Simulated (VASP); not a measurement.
A run of VASP 6.6.1 is set up as follows.

File INCAR:

```
ALGO = Normal ; EDIFF = 1E-7
ENCUT = 520 ; GGA = PE
ISIF = 2 ; ISMEAR = -1
LASPH = T ; LCHARG = T
LELF = T ; LREAL = F
LVHAR = T ; LWAVE = F
NBANDS = 12 ; NELM = 80
PREC = Accurate ; SIGMA = 0.05
```

Contents of KPOINTS:

```
k-points
0
Gamma
  14 14 16
```

POSCAR

```
Ga
1.0
   -1.4403300000      1.3957500000      2.2290000000
    1.3957500000     -1.4403300000      2.2290000000
    1.4122500000      1.4122500000     -2.2570800000
Ga
1
Direct
    0.0000000000      0.0000000000      0.0000000000
```

Potentials or basis: VASP PAW PBE potentials, release 64 (Ga_d).

The run is started by

```sh
$ cat potpaw_PBE.64/Ga_d/POTCAR > POTCAR
$ mpirun -np 1 vasp_std > vasp.out
```

(1) Estimate the pressure.

(2) What does it give for the band gap on the k mesh?

## Answers

(1) 4.5 GPa.

(2) zero (an odd number of electrons rules out a gap without spin polarisation).

Caveat: the cell differs from its parent crystal (equal xy, yz and zx shear strains of -2 %); the cell stands under pressure.
